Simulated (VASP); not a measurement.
# CdS (wurtzite type) (P6_3mc) in VASP: relaxation of cell and atoms with PBE

Aim: the relaxation of cell and atoms of CdS (wurtzite type) with PBE.

Program: VASP 6.6.1. These are calculated values, not measurements. Logs are shortened: lines on timing, memory, paths and dates and some standing lists are left out, and cuts for length are marked.

**1. The cell of the first run**

Symmetry: P6_3mc, No. 186, hexagonal system. Conventional cell: a = 3.867 Å, b = 3.867 Å, c = 6.303 Å, α = 90.00°, β = 90.00°, γ = 120.00°. Cd (site symmetry 3m) has 4 S at 2.37 Å within 3.1 Å. S (site symmetry 3m) has 4 Cd at 2.37 Å within 3.1 Å.

**2. Relaxation of cell and atoms, PBE, target pressure 15 GPa, at which the enthalpy is minimised**

INCAR reads:

```
SYSTEM = CdS
PREC     = Accurate       ! precision mode
ENCUT    = 600            ! plane-wave cutoff, eV
EDIFF    = 1E-7           ! SCF threshold, eV
ISMEAR   = -1             ! smearing method
SIGMA    = 0.1            ! smearing width, eV
LREAL    = .FALSE.        ! projectors in reciprocal space
LASPH    = .TRUE.         ! aspherical terms in the spheres
NELM     = 80             ! most SCF steps
ALGO     = Normal         ! electronic algorithm
ISIF     = 3              ! what is computed and relaxed
LWAVE    = .FALSE.        ! write WAVECAR
LCHARG   = .FALSE.        ! write CHGCAR
GGA      = PE             ! functional
IBRION   = 2              ! ionic algorithm
NSW      = 60             ! ionic steps
EDIFFG   = -0.005         ! ionic threshold
PSTRESS  = 150.0
```

KPOINTS reads:

```
regular mesh
0
G
  9 9 5
  0 0 0
```

POSCAR reads:

```
CdS
1.0
    3.8670955585      0.0000000000      0.0000000000
   -1.9335477793      3.3490029926      0.0000000000
    0.0000000000      0.0000000000      6.3033657604
Cd S
2 2
Direct
    0.3333333333      0.6666666667      0.0000000000
    0.6666666667      0.3333333333      0.5000000000
    0.3333333333      0.6666666667      0.3760000000
    0.6666666667      0.3333333333      0.8760000000
```

Potentials or basis: VASP PAW PBE potentials, release 64 (Cd, S).

The run is started by

```
$ cat potpaw_PBE.64/Cd/POTCAR potpaw_PBE.64/S/POTCAR > POTCAR
$ mpirun -np 1 vasp_std > vasp.out
```

OUTCAR:

```text
SYSTEM = CdS
   PREC = Accurate
   ENCUT = 600
   EDIFF = 1E-7
   ISMEAR = -1
   LREAL = .FALSE.
   LASPH = .TRUE.
   NELM = 80
   ISIF = 3
   GGA = PE
   IBRION = 2
   NSW = 60
   EDIFFG = -0.005
   PSTRESS = 150.0

 ion  position               nearest neighbor table
   1  0.333  0.667  0.000-   4 2.37   4 2.37   4 2.37   3 2.37
   2  0.667  0.333  0.500-   3 2.37   3 2.37   3 2.37   4 2.37
   3  0.333  0.667  0.376-   2 2.37   2 2.37   2 2.37   1 2.37
   4  0.667  0.333  0.876-   1 2.37   1 2.37   1 2.37   2 2.37

  LATTYP: Found a hexagonal cell.
 ALAT       =     3.8670955585
 C/A-ratio  =     1.6300000000

  Lattice vectors:

 A1 = (   3.8670955585,   0.0000000000,   0.0000000000)
 A2 = (  -1.9335477793,   3.3490029926,   0.0000000000)
 A3 = (   0.0000000000,   0.0000000000,   6.3033657604)

Analysis of symmetry for initial positions (statically):
=====================================================================
 Subroutine PRICEL returns:
 Original cell was already a primitive cell.

 Routine SETGRP: Setting up the symmetry group for a
 hexagonal supercell.

 Subroutine GETGRP returns: Found 12 space group operations
 (whereof  6 operations were pure point group operations)
 out of a pool of 24 trial point group operations.

The static configuration has the point symmetry C_3v.
 The point group associated with its full space group is C_6v.

Analysis of symmetry for dynamics (positions and initial velocities):
=====================================================================
 Subroutine PRICEL returns:
 Original cell was already a primitive cell.

 Routine SETGRP: Setting up the symmetry group for a
 hexagonal supercell.

 Subroutine GETGRP returns: Found 12 space group operations
 (whereof  6 operations were pure point group operations)
 out of a pool of 24 trial point group operations.

The dynamic configuration has the point symmetry C_3v.
 The point group associated with its full space group is C_6v.

 Subroutine INISYM returns: Found 12 space group operations
 (whereof  6 operations are pure point group operations),
 and found     1 'primitive' translations

----------------------------------------------------------------------------------------

                                     Primitive cell

  volume of cell :      81.6344

  direct lattice vectors                    reciprocal lattice vectors
     3.867095558  0.000000000  0.000000000     0.258592007  0.149298165  0.000000000
    -1.933547779  3.349002993  0.000000000     0.000000000  0.298596329  0.000000000
     0.000000000  0.000000000  6.303365760     0.000000000  0.000000000  0.158645403

  length of vectors
     3.867095558  3.867095559  6.303365760     0.298596329  0.298596329  0.158645403

  position of ions in fractional coordinates (direct lattice)
     0.333333333  0.666666667  0.000000000
     0.666666667  0.333333333  0.500000000
[... 79 lines left out ...]
   ENCUT  =  600.0 eV  44.10 Ry    6.64 a.u.   7.72  7.72 12.59*2*pi/ulx,y,z
   NELM   =     80;   NELMIN=  2; NELMDL= -5     # of ELM steps
   EDIFF  = 0.1E-06   stopping-criterion for ELM
   LREAL  =      F    real-space projection
   EDIFFG = -.5E-02   stopping-criterion for IOM
   NSW    =     60    number of steps for IOM
   IBRION =      2    ionic relax: 0-MD 1-quasi-New 2-CG
   NFREE  =      1    steps in history (QN), initial steepest desc. (CG)
   ISIF   =      3    stress and relaxation
   ISYM   =      2    0-nonsym 1-usesym 2-fastsym
   POTIM  = 0.5000    time-step for ionic-motion
   TEBEG  =    0.0;   TEEND  =   0.0 temperature during run
   PSTRESS=  150.0 pullay stress
   NELECT =      36.0000    total number of electrons
   NUPDOWN=      -1.0000    fix difference up-down
   EMIN   =  10.00;   EMAX   =-10.00  energy-range for DOS
   EFERMI =   0.00;   METHOD = LEGACY
   ISMEAR =    -1;   SIGMA  =   0.10  broadening in eV -4-tet -1-fermi 0-gaus
   EFERMI_NEDOS =   21; number of points for ismear=-14 and -15
   IALGO  =     38    algorithm
   IMIX   =      4    mixing-type and parameters
     AMIX     =   0.40;   BMIX     =  1.00
     AMIX_MAG =   1.60;   BMIX_MAG =  1.00
  volume/ion in A,a.u.               =      20.41       137.72
  Fermi-wavevector in a.u.,A,eV,Ry     =   1.246096  2.354779 21.126503  1.552754
  Thomas-Fermi vector in A             =   2.380288
   LORBIT       =      0    0 simple, 1 ext, 2 COOP (PROOUT), +10 PAW based schemes
   GGA     = PE    functional components
   LHFCALC =     F    Hartree Fock is set to
   AEXX    =    0.0000 exact exchange contribution
   IVDW    =     0    specifies the selected vdW correction
   LEPSILON=     F    determine dielectric tensor
   LRPA    =     F    only Hartree local field effects (RPA)
 conjugate gradient relaxation of ions
 non-spin polarized calculation
  energy-cutoff  :      600.00
  volume of cell :       81.63
 maximum number of plane-waves:      2760
 NGX is ok and might be reduce to    32
   NGX = 15   NGY = 15   NGZ = 25

--------------------------------------- Ionic step        1  -------------------------------------------

 number of electron      36.0000000 magnetization

 Free energy of the ion-electron system (eV)
  ---------------------------------------------------
  ext. energy  EPLUGINS =         0.00000000
  ---------------------------------------------------
  free energy    TOTEN  =       -10.95733924 eV

  energy without entropy =      -10.95733213  energy(sigma->0) =      -10.95733569

 E-fermi :   4.1626     XC(G=0): -10.0946

 val. band max:        3.2362764376   @ k =   0.0000   0.0000   0.0000
 cond. band min:       4.8870866943   @ k =   0.0000   0.0000   0.0000
 fundamental gap:      1.6508102567
 Fermi energy:         4.1625600802

 k-point     1 :       0.0000    0.0000    0.0000
  band No.  band energies     occupation
      1     -10.5701      2.00000
      2      -9.9286      2.00000
      3      -5.4468      2.00000
      4      -5.4323      2.00000
      5      -5.4323      2.00000
      6      -5.2976      2.00000
[... 706 lines left out ...]
  energy  without entropy=      -11.6072295159  energy(sigma->0) =      -11.60723663

  enthalpy is  TOTEN    =        -3.4483940933 eV   P V=        8.1588496409

[... ionic steps 4 to 10 ...]

--------------------------------------- Ionic step       11  -------------------------------------------

 number of electron      35.9999998 magnetization

------------------------ aborting loop because EDIFF is reached ----------------------------------------
[... 75 lines left out ...]
--------------------------------------- Ionic step       13  -------------------------------------------

 number of electron      35.9999998 magnetization

 Free energy of the ion-electron system (eV)
  ---------------------------------------------------
  ext. energy  EPLUGINS =         0.00000000
  ---------------------------------------------------
  free energy    TOTEN  =       -11.59656596 eV

  energy without entropy =      -11.59655104  energy(sigma->0) =      -11.59655850

 E-fermi :   3.4184     XC(G=0):  -9.7762

 val. band max:        2.5586611094   @ k =   0.0000   0.0000   0.0000
 cond. band min:       4.0611968293   @ k =   0.0000   0.0000   0.0000
 fundamental gap:      1.5025357199
 Fermi energy:         3.4183903576

 k-point     1 :       0.0000    0.0000    0.0000
  band No.  band energies     occupation
      1     -10.7357      2.00000
      2     -10.1717      2.00000
      3      -5.7673      2.00000
      4      -5.7366      2.00000
      5      -5.7366      2.00000
      6      -5.6166      2.00000
[... 626 lines left out ...]
  energy  without entropy=      -11.5965510354  energy(sigma->0) =      -11.59655850

  enthalpy is  TOTEN    =        -3.4486980064 eV   P V=        8.1478679510

 reached required accuracy - stopping structural energy minimisation
```

CONTCAR:

```text
CdS
   1.00000000000000
     3.9406645893791641   -0.0000000001250885    0.0000000000000000
    -1.9703322948488635    3.4127156426709475   -0.0000000000000000
    -0.0000000000000000    0.0000000000000000    6.4713327412847335
  Cd              S
     2     2
Direct
     0.3333333332999970    0.6666666667000030    0.0012578573633425
     0.6666666667000030    0.3333333332999970    0.5012578573633425
     0.3333333332999970    0.6666666667000030    0.3747421426366552
     0.6666666667000030    0.3333333332999970    0.8747421426366552

  0.00000000E+00  0.00000000E+00  0.00000000E+00
  0.00000000E+00  0.00000000E+00  0.00000000E+00
  0.00000000E+00  0.00000000E+00  0.00000000E+00
  0.00000000E+00  0.00000000E+00  0.00000000E+00
```

It took 3.2 min on 1 thread of Intel Xeon 6975P-C (Granite Rapids), shared host; peak memory 0.26 GiB.

What came out:

| Item | Value |
| --- | --- |
| Free energy | -11.5966 eV |
| Relaxed volume | 21.76 Å³/atom |
| Relaxed cell | a = 3.941 Å, b = 3.941 Å, c = 6.471 Å, α = 90.00°, β = 90.00°, γ = 120.00° |
| Space group after relaxing (to 0.1 Å) | P6_3mc (No. 186) |
| Energy change on relaxing (the run minimises the enthalpy) | -159.8 meV/atom |
| Ionic steps | 13 |
| Pressure after relaxing | 15.0 GPa |
| Band gap on the k mesh | 1.50 eV |

Forces in eV/Å, atoms in the order of the input:
```
Cd   0.000  0.000 -0.002
Cd   0.000  0.000 -0.002
S    0.000  0.000  0.002
S    0.000  0.000  0.002
```

Step by step:
```tsv
step	energy change (eV)	largest force (eV/Å)	pressure (GPa)	volume (Å³)
1	0.0000	0.0285	23.38	81.63
2	-1.1538	0.0115	6.54	94.91
3	-0.6499	0.0068	14.85	87.15
4	-0.6394	0.0071	15.00	87.03
5	-0.6394	0.0104	15.00	87.03
6	-0.6394	0.0205	15.00	87.03
7	-0.6393	0.0243	15.00	87.03
8	-0.6393	0.0240	15.00	87.03
9	-0.6393	0.0221	15.00	87.03
10	-0.6393	0.0181	15.00	87.03
11	-0.6393	0.0106	15.00	87.03
12	-0.6392	0.0052	14.99	87.03
13	-0.6392	0.0022	14.99	87.03
```

Final structure:
```cif
data_structure
_symmetry_space_group_name_H-M 'P 1'
_symmetry_Int_Tables_number 1
_cell_length_a 3.9407
_cell_length_b 3.9407
_cell_length_c 6.4713
_cell_angle_alpha 90.000
_cell_angle_beta 90.000
_cell_angle_gamma 120.000
_cell_volume 87.03
loop_
_atom_site_label
_atom_site_type_symbol
_atom_site_fract_x
_atom_site_fract_y
_atom_site_fract_z
_atom_site_occupancy
Cd1 Cd 0.33333 0.66667 0.00126 1
Cd2 Cd 0.66667 0.33333 0.50126 1
S1 S 0.33333 0.66667 0.37474 1
S2 S 0.66667 0.33333 0.87474 1
```

Levels at points of the mesh, in eV from the valence-band top:
| k point | band 15 | band 16 | band 17 | band 18 | band 19 | band 20 | band 21 | band 22 |
| --- | --- | --- | --- | --- | --- | --- | --- | --- |
| (0.00, 0.00, 0.00) | -0.96 | -0.10 | 0.00 | 0.00 | 1.50 | 3.01 | 6.45 | 6.45 |

Caveat: the cell is relaxed towards a set pressure, so the run minimises the enthalpy, not the energy.
